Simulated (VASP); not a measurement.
# Ta (Im-3m) in VASP: relaxation of cell and atoms with LDA

Aim: the relaxation of cell and atoms of Ta with LDA.

Program: VASP 6.6.1. These are calculated values, not measurements. Logs are shortened: lines on timing, memory, paths and dates and some standing lists are left out, and cuts for length are marked.

## (1) The cell of the first run

The structure is cubic, space group Im-3m (No. 229). The conventional cell has a = 3.253 Å, b = 3.253 Å, c = 3.253 Å, α = 90.00°, β = 90.00°, γ = 90.00°. Ta (site symmetry m-3m) has 14 Ta at 2.82 to 3.25 Å within 3.7 Å.

## (2) Relaxation of cell and atoms, LDA

INCAR reads:

```
SYSTEM = Ta
PREC = Accurate ; ENCUT = 600
EDIFF = 1E-7 ; ISMEAR = -1
SIGMA = 0.15 ; LREAL = .FALSE.
LASPH = .TRUE. ; NELM = 80
ALGO = Fast ; ISIF = 3
LWAVE = .FALSE. ; LCHARG = .FALSE.
GGA = CA ; IBRION = 2
NSW = 80 ; EDIFFG = -0.001
```

KPOINTS reads:

```
regular mesh
0
G
  20 20 20
  0 0 0
```

POSCAR reads:

```
Ta
1.0
   -1.6264339746      1.6264339746      1.6264339746
    1.6264339746     -1.6264339746      1.6264339746
    1.6264339746      1.6264339746     -1.6264339746
Ta
1
Direct
    0.0000000000      0.0000000000      0.0000000000
```

Potentials or basis: VASP PAW LDA potentials, release 64 (Ta_pv).

The run is started by

```
$ cat potpaw_LDA.64/Ta_pv/POTCAR > POTCAR
$ mpirun -np 1 vasp_std > vasp.out
```

OUTCAR:

```text
SYSTEM = Ta
   PREC = Accurate
   ENCUT = 600
   EDIFF = 1E-7
   ISMEAR = -1
   LREAL = .FALSE.
   LASPH = .TRUE.
   NELM = 80
   ISIF = 3
   GGA = CA
   IBRION = 2
   NSW = 80
   EDIFFG = -0.001

 ion  position               nearest neighbor table
   1  0.000  0.000  0.000-

  LATTYP: Found a body centered cubic cell.
 ALAT       =     3.2528679492

  Lattice vectors:

 A1 = (  -1.6264339746,   1.6264339746,   1.6264339746)
 A2 = (   1.6264339746,  -1.6264339746,   1.6264339746)
 A3 = (   1.6264339746,   1.6264339746,  -1.6264339746)

Analysis of symmetry for initial positions (statically):
=====================================================================
 Subroutine PRICEL returns:
 Original cell was already a primitive cell.

 Routine SETGRP: Setting up the symmetry group for a
 body centered cubic supercell.

 Subroutine GETGRP returns: Found 48 space group operations
 (whereof 48 operations were pure point group operations)
 out of a pool of 48 trial point group operations.

The static configuration has the point symmetry O_h .

Analysis of symmetry for dynamics (positions and initial velocities):
=====================================================================
 Subroutine PRICEL returns:
 Original cell was already a primitive cell.

 Routine SETGRP: Setting up the symmetry group for a
 body centered cubic supercell.

 Subroutine GETGRP returns: Found 48 space group operations
 (whereof 48 operations were pure point group operations)
 out of a pool of 48 trial point group operations.

The dynamic configuration has the point symmetry O_h .

 Subroutine INISYM returns: Found 48 space group operations
 (whereof 48 operations are pure point group operations),
 and found     1 'primitive' translations

----------------------------------------------------------------------------------------

                                     Primitive cell

  volume of cell :      17.2095

  direct lattice vectors                    reciprocal lattice vectors
    -1.626433975  1.626433975  1.626433975     0.000000000  0.307421025  0.307421025
     1.626433975 -1.626433975  1.626433975     0.307421025  0.000000000  0.307421025
     1.626433975  1.626433975 -1.626433975     0.307421025  0.307421025  0.000000000

  length of vectors
     2.817066279  2.817066279  2.817066279     0.434758983  0.434758983  0.434758983

  position of ions in fractional coordinates (direct lattice)
     0.000000000  0.000000000  0.000000000

  ion indices of the primitive-cell ions
   primitive index   ion index
                 1           1

----------------------------------------------------------------------------------------

 KPOINTS: regular mesh

Automatic generation of k-mesh.
 Grid dimensions read from file:
 generate k-points for:   20   20   20

 Generating k-lattice:

  Cartesian coordinates                     Fractional coordinates (reciprocal lattice)
     0.000000000  0.015371051  0.015371051     0.050000000  0.000000000  0.000000000
     0.015371051  0.000000000  0.015371051     0.000000000  0.050000000  0.000000000
     0.015371051  0.015371051  0.000000000     0.000000000  0.000000000  0.050000000

  Length of vectors
     0.021737949  0.021737949  0.021737949

  Shift w.r.t. Gamma in fractional coordinates (k-lattice)
     0.000000000  0.000000000  0.000000000

 Subroutine IBZKPT returns following result:
 ===========================================

 Found    256 irreducible k-points:

 Following reciprocal coordinates:
            Coordinates               Weight
  0.000000  0.000000  0.000000      1.000000
  0.050000  0.000000  0.000000     12.000000
  0.100000  0.000000  0.000000     12.000000
  0.150000  0.000000  0.000000     12.000000
  0.200000  0.000000  0.000000     12.000000
  0.250000  0.000000  0.000000     12.000000
[... 16 lines left out ...]
  0.200000  0.100000  0.000000     48.000000
  0.250000  0.100000  0.000000     48.000000
 [... further k-points ...]
   k-points           NKPTS =    256   k-points in BZ     NKDIM =    256   number of bands    NBANDS=      9
   number of dos      NEDOS =    301   number of ions     NIONS =      1
   total plane-waves  NPLWV =  13824
   dimension x,y,z NGX =    24 NGY =   24 NGZ =   24
   dimension x,y,z NGXF=    48 NGYF=   48 NGZF=   48
   ions per type =               1
   NGX,Y,Z   is equivalent  to a cutoff of  14.16, 14.16, 14.16 a.u.
   NGXF,Y,Z  is equivalent  to a cutoff of  28.33, 28.33, 28.33 a.u.
 SYSTEM =  Ta
   PREC   = accura    normal or accurate (medium, high low for compatibility)
   ISTART =      0    job   : 0-new  1-cont  2-samecut
   ICHARG =      2    charge: 1-file 2-atom 10-const
   ISPIN  =      1    spin polarized calculation?
   LNONCOLLINEAR =      F non collinear calculations
   LSORBIT =      F    spin-orbit coupling
   LASPH  =      T    aspherical Exc in radial PAW
   ENCUT  =  600.0 eV  44.10 Ry    6.64 a.u.   5.63  5.63  5.63*2*pi/ulx,y,z
   NELM   =     80;   NELMIN=  2; NELMDL= -5     # of ELM steps
   EDIFF  = 0.1E-06   stopping-criterion for ELM
   LREAL  =      F    real-space projection
   EDIFFG = -.1E-02   stopping-criterion for IOM
   NSW    =     80    number of steps for IOM
   IBRION =      2    ionic relax: 0-MD 1-quasi-New 2-CG
   NFREE  =      1    steps in history (QN), initial steepest desc. (CG)
   ISIF   =      3    stress and relaxation
   ISYM   =      2    0-nonsym 1-usesym 2-fastsym
   POTIM  = 0.5000    time-step for ionic-motion
   TEBEG  =    0.0;   TEEND  =   0.0 temperature during run
   PSTRESS=    0.0 pullay stress
   NELECT =      11.0000    total number of electrons
   NUPDOWN=      -1.0000    fix difference up-down
   EMIN   =  10.00;   EMAX   =-10.00  energy-range for DOS
   EFERMI =   0.00;   METHOD = LEGACY
   ISMEAR =    -1;   SIGMA  =   0.15  broadening in eV -4-tet -1-fermi 0-gaus
   EFERMI_NEDOS =   21; number of points for ismear=-14 and -15
   IALGO  =     68    algorithm
   IMIX   =      4    mixing-type and parameters
     AMIX     =   0.40;   BMIX     =  1.00
     AMIX_MAG =   1.60;   BMIX_MAG =  1.00
  volume/ion in A,a.u.               =      17.21       116.14
  Fermi-wavevector in a.u.,A,eV,Ry     =   1.410206  2.664903 27.057655  1.988682
  Thomas-Fermi vector in A             =   2.532184
   LORBIT       =      0    0 simple, 1 ext, 2 COOP (PROOUT), +10 PAW based schemes
   GGA     = CA    functional components
   LHFCALC =     F    Hartree Fock is set to
   AEXX    =    0.0000 exact exchange contribution
   IVDW    =     0    specifies the selected vdW correction
   LEPSILON=     F    determine dielectric tensor
   LRPA    =     F    only Hartree local field effects (RPA)
 conjugate gradient relaxation of ions
 non-spin polarized calculation
 RMM-DIIS sequential band-by-band and
  energy-cutoff  :      600.00
  volume of cell :       17.21
 maximum number of plane-waves:       603
   NGX = 11   NGY = 11   NGZ = 11

--------------------------------------- Ionic step        1  -------------------------------------------

 number of electron      11.0000000 magnetization

 Free energy of the ion-electron system (eV)
  ---------------------------------------------------
  ext. energy  EPLUGINS =         0.00000000
  ---------------------------------------------------
  free energy    TOTEN  =       -12.87425797 eV

  energy without entropy =      -12.78285734  energy(sigma->0) =      -12.82855765

------------------------ aborting loop because EDIFF is reached ----------------------------------------

  FORCE on cell =-STRESS in cart. coord.  units (eV):
  Direction    XX          YY          ZZ          XY          YZ          ZX
  --------------------------------------------------------------------------------------
  -------------------------------------------------------------------------------------
  Total        0.1524907      0.1524907      0.1524907      0.0000000      0.0000000     -0.0000000
  in kB       14.1966049     14.1966049     14.1966049      0.0000000      0.0000000     -0.0000000
  external PRESSURE =      14.1966049 kB  Pullay stress =       0.0000000 kB
[... 90 lines left out ...]
  energy  without entropy=      -12.7828102397  energy(sigma->0) =      -12.82878467

--------------------------------------- Ionic step        4  -------------------------------------------

 number of electron      11.0000000 magnetization

 Free energy of the ion-electron system (eV)
  ---------------------------------------------------
  ext. energy  EPLUGINS =         0.00000000
  ---------------------------------------------------
  free energy    TOTEN  =       -12.87475914 eV

  energy without entropy =      -12.78282140  energy(sigma->0) =      -12.82879027

 E-fermi :   5.7567     XC(G=0): -12.9950

 val. band max:        5.7331357064   @ k =   0.1000   0.1000   0.0000
 cond. band min:       5.7639364538   @ k =  -0.4500  -0.4500   0.2000
 fundamental gap:      0.0308007474
 Fermi energy:         5.7566834376

 k-point     1 :       0.0000    0.0000    0.0000
  band No.  band energies     occupation
      1     -27.0125      2.00000
      2     -27.0125      2.00000
      3     -27.0125      2.00000
      4      -2.2600      2.00000
      5       6.3985      0.02735
      6       6.3985      0.02735
      7       6.3985      0.02735
      8       9.7970      0.00000
      9       9.7970      0.00000
[... 265 lines left out ...]
 k-point    24 :       0.2500    0.1000    0.0000
  band No.  band energies     occupation
      1     -27.9435      2.00000
      2     -27.3174      2.00000
      3     -27.0667      2.00000
      4       1.0157      2.00000
      5       4.7152      1.99807
      6       5.2914      1.91396
      7       9.0708      0.00000
      8      10.4635      0.00000
      9      10.7396      0.00000

 [... further k-points ...]
[... 5 lines left out ...]
  --------------------------------------------------------------------------------------
  -------------------------------------------------------------------------------------
  Total        0.0005024      0.0005024      0.0005024     -0.0000000     -0.0000000      0.0000000
  in kB        0.0464724      0.0464724      0.0464724     -0.0000000     -0.0000000      0.0000000
  external PRESSURE =       0.0464724 kB  Pullay stress =       0.0000000 kB
[... 16 lines left out ...]
  FREE ENERGIE OF THE ION-ELECTRON SYSTEM (eV)
  ---------------------------------------------------
  free  energy   TOTEN  =       -12.8747591436 eV

  energy  without entropy=      -12.7828213988  energy(sigma->0) =      -12.82879027

 reached required accuracy - stopping structural energy minimisation
```

Wall time 93 s (1 thread of Intel Xeon 6975P-C, shared host); peak memory 0.18 GiB.

What came out:

```
Free energy                            : -12.8748 eV
Relaxed volume                         : 17.32 Å³/atom
Relaxed cell                           : a = 2.823 Å, b = 2.823 Å, c = 2.823 Å, α = 109.47°, β = 109.47°, γ = 109.47°
Space group after relaxing (to 0.05 Å) : Im-3m (No. 229)
Energy gained by relaxing              : 0.5 meV/atom
Ionic steps                            : 4
Pressure after relaxing                : 0.0 GPa
```

Step by step:
```csv
step,energy change (eV),largest force (eV/Å),pressure (GPa),volume (Å³)
1,0.0000,0.0000,1.42,17.21
2,0.0023,0.0000,-3.29,17.59
3,-0.0005,0.0000,-0.02,17.32
4,-0.0005,0.0000,0.00,17.32
```

Final structure:
```
CELL_PARAMETERS angstrom
-1.62995 1.62995 1.62995
1.62995 -1.62995 1.62995
1.62995 1.62995 -1.62995
ATOMIC_POSITIONS crystal
Ta 0.00000 0.00000 0.00000
```

Levels at points of the mesh, in eV from the Fermi level:
```tsv
k point	band 4	band 5	band 6	band 7	band 8	band 9
(0.00, 0.00, 0.00)	-8.02	0.64	0.64	0.64	4.04	4.04
(0.50, 0.00, 0.00)	-4.58	-1.73	1.90	3.95	5.01	8.11
(0.50, 0.50, 0.50)	-4.09	-4.09	7.08	7.08	7.08	9.09
```

Caveat: spin-orbit coupling is left out, which moves the levels of the heavy elements.
